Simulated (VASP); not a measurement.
Write the native input for VASP 6.6.1 that does the following.

```yaml
Task: single point
Functional: r2SCAN
Dispersion: rVV10
Potentials_or_basis: VASP PAW PBE potentials, release 64 (Tl_d, S, La)
Cutoff: 520 eV
k_mesh: 8 × 8 × 6
Occupations: fermi-dirac, width 0.03 eV
Spin: no spin polarisation
Dipole_correction: no
Further_INCAR_settings: ALGO = Normal; EDIFF = 1e-07; NBANDS = 26
```

The system is LaTlS2.

```
Tl S La
1.0
     4.24903    0.00000    0.00000
     0.00000    4.24903    0.00000
     0.00000    0.00000    5.91511
Tl S La
1 2 1
Cartesian
  0.0000 0.0000 0.0000
  0.0000 0.0000 2.9576
  2.1245 2.1245 0.0000
  2.1245 2.1245 2.9576
```

The input as run:

POSCAR

```
LaTlS2
1.0
    4.2490301191      0.0000000000      0.0000000000
    0.0000000000      4.2490301191      0.0000000000
    0.0000000000      0.0000000000      5.9151135152
Tl S La
1 2 1
Direct
    0.0000000000      0.0000000000      0.0000000000
    0.0000000000      0.0000000000      0.5000000000
    0.5000000000      0.5000000000      0.0000000000
    0.5000000000      0.5000000000      0.5000000000
```

INCAR.step1

```
SYSTEM = LaTlS2
  PREC = Accurate
  ENCUT = 520
  ISMEAR = -1
  SIGMA = 0.03
  LREAL = .False.
  LASPH = .True.
  NELM = 100
  NBANDS = 26
  GGA = PE
  ALGO = Normal
  EDIFF = 1E-4
  LWAVE = .True.
  LCHARG = .False.
```

INCAR.step2

```
SYSTEM = LaTlS2
  PREC = Accurate
  ENCUT = 520
  EDIFF = 1E-7
  ISMEAR = -1
  SIGMA = 0.03
  LREAL = .False.
  LASPH = .True.
  NELM = 100
  ALGO = Normal
  ISIF = 2
  LWAVE = .False.
  LCHARG = .False.
  METAGGA = R2SCAN
  LMIXTAU = .True.
  LUSE_VDW = .True.
  IVDW_NL = 2
  BPARAM = 11.95
  CPARAM = 0.0093
  NBANDS = 26
  ISTART = 1
```

KPOINTS

```
regular mesh
0
Gamma
  8 8 6
  0 0 0
```

Potentials or basis: VASP PAW PBE potentials, release 64 (Tl_d, S, La).

Launch:

```sh
$ cat potpaw_PBE.64/Tl_d/POTCAR potpaw_PBE.64/S/POTCAR potpaw_PBE.64/La/POTCAR > POTCAR
$ cp INCAR.step1 INCAR
$ mpirun -np 1 vasp_std > vasp.out
$ cp INCAR.step2 INCAR
$ mpirun -np 1 vasp_std > vasp.out
```

Results of the run:

```
Pressure               : -0.1 GPa
Band gap on the k mesh : zero (bands 18 and 19 overlap by 1.16 eV)
```

Caveat: the PAW data sets were made with another functional, which shifts forces and pressure a little; spin-orbit coupling is left out, which moves the levels of the heavy elements.

Run time: 5.1 min on 1 thread of Intel(R) Xeon(R) 6975P-C (Granite Rapids), on a shared host, peak memory 0.54 GiB.
